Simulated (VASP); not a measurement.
Wanted: the native input for a VASP 6.6.1 run.

| Item | Value |
| --- | --- |
| Task | single point |
| Functional | PBEsol |
| Potentials or basis | VASP PAW PBE potentials, release 64 (Si, O, N) |
| Cutoff | 520 eV |
| k mesh | 2 × 2 × 1 |
| Occupations | gaussian, width 0.02 eV |
| Spin | collinear spin, ferromagnetic start |
| Dipole correction | no |
| Further INCAR settings | LREAL = Auto; ALGO = Normal; EDIFF = 1e-06; NBANDS = 120 |

The structure of Si12NO22 (a cell with a defect) lies in POSCAR:

```
Si12NO22
1.0
   -2.4581800000      4.2576930000      5.4084000000
    4.9163600000      0.0000000000      5.4084000000
    4.9163600000      8.5153850000      0.0000000000
Si O N
12 22 1
Direct
    0.0984683084      0.5681983583      0.9507658400
    0.4015316719      0.9318016614      0.0340991524
    0.0000000344     -0.0000000344      0.2651350295
    0.0984683377      0.5681983290      0.4507658841
    0.4015317013      0.9318016321      0.5340991965
    0.0000000051     -0.0000000051      0.7651349855
    0.5984683230      0.0681983436      0.2007658621
    0.9015316866      0.4318016467      0.2840991745
    0.4999999904      0.5000000096      0.5151349635
    0.5984682937      0.0681983730      0.7007658180
    0.9015316572      0.4318016761      0.7840991304
    0.5000000197      0.4999999803      0.0151350075
    0.3198100106      0.4657700131      0.9738850512
    0.9328933449      0.5193533454      0.1065332379
    0.9256666454      0.1932467116      0.3303966413
    0.1801899586      0.0342300177      0.1166749917
    0.5671066004      0.9806467092      0.0826566500
    0.5743333667      0.3067532763      0.1398533178
    0.3198099812      0.4657700424      0.4738850072
    0.9328933743      0.5193533161      0.6065332819
    0.9256666748      0.1932466822      0.8303966853
    0.1801899880      0.0342299884      0.6166750358
    0.5743333373      0.3067533057      0.6398532738
    0.8198099665      0.9657700571      0.2238849851
    0.4328933596      0.0193533307      0.3565332599
    0.4256666601      0.6932466969      0.5803966633
    0.6801899733      0.5342300031      0.3666750138
    0.0671066151      0.4806466946      0.3326566720
    0.0743333814      0.8067532616      0.3898533399
    0.4328933889      0.0193533014      0.8565333039
    0.4256666307      0.6932467263      0.0803966193
    0.6801900026      0.5342299737      0.8666750578
    0.0671066445      0.4806466652      0.8326567160
    0.0743333520      0.8067532910      0.8898532958
    0.5671066298      0.9806466799      0.5826566940
```

These files were run (other wordings do the same):

INCAR

```
SYSTEM = Si12NO22
PREC = Accurate ; ENCUT = 520
EDIFF = 1E-6 ; ISMEAR = 0
SIGMA = 0.02 ; LREAL = Auto
LASPH = .True. ; NELM = 150
ALGO = Normal ; ISIF = 2
LWAVE = .False. ; LCHARG = .False.
ISPIN = 2 ; MAGMOM = 0 0 0 0 0 0 0 0 0 0 0 0 0 0 0 0 0 0 0 0 0 0 0 0 0 0 0 0 0 0 0 0 0 0 0.5
LORBIT = 11 ; GGA = PS
NBANDS = 120
```

KPOINTS

```
Automatic mesh
0
Gamma
  2 2 1
  0 0 0
```

Potentials or basis: VASP PAW PBE potentials, release 64 (Si, O, N).

Run with:

```bash
$ cat potpaw_PBE.64/Si/POTCAR potpaw_PBE.64/O/POTCAR potpaw_PBE.64/N/POTCAR > POTCAR
$ mpirun -np 1 vasp_std > vasp.out
```

Results of the run:

- Pressure: 4.9 GPa
- Largest force: 1.714 eV/Å
- Net moment: 0.00 μB per cell
- Site moments: Si +0.00, -0.00, -0.01 (each value once); O -0.00, +0.00, -0.01, -0.02, +0.01 (each value once); N +0.06 μB
- Valence electrons inside the program's atomic spheres: Si 1.68, 1.67, 1.74, 1.62 (each value once); O 5.24, 5.23, 5.22 (each value once); N 3.89

Caveat: the k points lie up to 0.70 Å⁻¹ apart; the PAW data sets were made with another functional, which shifts forces and pressure a little.

It took 44 min on 1 thread of Oxide Virtual Turin-like Processor, on a shared host, peak memory 0.82 GiB.
